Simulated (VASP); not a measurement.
Runs of VASP 6.6.1 on Ta. The structure is that of space group Fd-3m (No. 227), or close to it. The cells are those of the table. 

| task | cell | k mesh | cutoff (eV) | gap on the mesh (eV) | pressure (GPa) |
| --- | --- | --- | --- | --- | --- |
| single point | a = 3.909 Å, angles 60.0°, 2 atoms | 6 × 6 × 6 | 520 | none | 31.6 |
| single point | a = 4.282 Å, angles 60.0°, 2 atoms | 16 × 16 × 16 | 520 | none | (a) |
| relaxation of cell and atoms | relaxed from a = 3.909 Å, angles 60.0°, 2 atoms | 6 × 6 × 6 | 600 | none | 0.1 |
| single point | a = 4.272 Å, angles 60.0°, 2 atoms | 6 × 6 × 6 | 520 | none | 0.7 |

Alike in all rows: level r2SCAN; potentials or basis VASP PAW PBE potentials, release 64 (Ta_pv); no spin polarisation; smearing gaussian 0.1 eV.

Question: Fill in the values left out.

Answer: (a) 0.3.

Caveats: the PAW data sets were made with another functional, which shifts forces and pressure a little; spin-orbit coupling is left out, which moves the levels of the heavy elements.

A k mesh can miss the band edges, and the runs leave out spin-orbit coupling on Ta.

A gap of «none» marks levels without a gap at the run's occupations.
